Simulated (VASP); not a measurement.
Write the native input for VASP 6.6.1 that does the following.

* Task: relaxation of cell and atoms
* Functional: r2SCAN
* Potentials or basis: VASP PAW PBE potentials, release 64 (Pb_d, Te)
* Cutoff: 600 eV
* k mesh: 7 × 7 × 7
* Occupations: fermi-dirac, width 0.05 eV
* Spin: no spin polarisation
* Dipole correction: no
* Further INCAR settings: ALGO = Normal; EDIFF = 1e-07; IBRION = 2; EDIFFG = -0.01; NSW = 60; ISIF = 3

The system is TePb.

```
CELL_PARAMETERS angstrom
0.00000 3.23100 3.23100
3.23100 0.00000 3.23100
3.23100 3.23100 0.00000
ATOMIC_POSITIONS crystal
Pb 0.00000 0.00000 0.00000
Te 0.50000 0.50000 0.50000
```

One way to write it, as run:

POSCAR

```
TePb
1.0
    0.0000000000      3.2310000000      3.2310000000
    3.2310000000      0.0000000000      3.2310000000
    3.2310000000      3.2310000000      0.0000000000
Pb Te
1 1
Direct
    0.0000000000      0.0000000000      0.0000000000
    0.5000000000      0.5000000000      0.5000000000
```

INCAR.step1

```
PREC = Accurate ; ENCUT = 600
ISMEAR = -1 ; SIGMA = 0.05
LREAL = F ; LASPH = T
NELM = 80 ; GGA = PE
ALGO = Normal ; EDIFF = 1E-4
LWAVE = T ; LCHARG = F
```

INCAR.step2

```
PREC = Accurate ; ENCUT = 600
EDIFF = 1E-7 ; ISMEAR = -1
SIGMA = 0.05 ; LREAL = F
LASPH = T ; NELM = 80
ALGO = Normal ; ISIF = 3
LWAVE = F ; LCHARG = F
METAGGA = R2SCAN ; LMIXTAU = T
IBRION = 2 ; NSW = 60
EDIFFG = -0.01 ; ISTART = 1
```

KPOINTS

```
Automatic mesh
0
Gamma
  7 7 7
```

Potentials or basis: VASP PAW PBE potentials, release 64 (Pb_d, Te).

The run is started by

```sh
$ cat potpaw_PBE.64/Pb_d/POTCAR potpaw_PBE.64/Te/POTCAR > POTCAR
$ cp INCAR.step1 INCAR
$ mpirun -np 1 vasp_std > vasp.out
$ cp INCAR.step2 INCAR
$ mpirun -np 1 vasp_std > vasp.out
```

Results of the run:

```yaml
Relaxed_volume: 34.88 Å³/atom
Relaxed_cell: a = 4.621 Å, b = 4.621 Å, c = 4.621 Å, α = 60.00°, β = 60.00°, γ = 60.00°
Space_group_after_relaxing_to_0.05_Å: Fm-3m (No. 225)
Energy_gained_by_relaxing: 5.4 meV/atom
Ionic_steps: 3
Pressure_after_relaxing: 0.0 GPa
```

Caveat: the PAW data sets were made with another functional, which shifts forces and pressure a little.

It took 10 min on 1 thread of AMD EPYC 7R43 64-Core Processor (Zen 3), with other jobs on the host, peak memory 0.24 GiB.
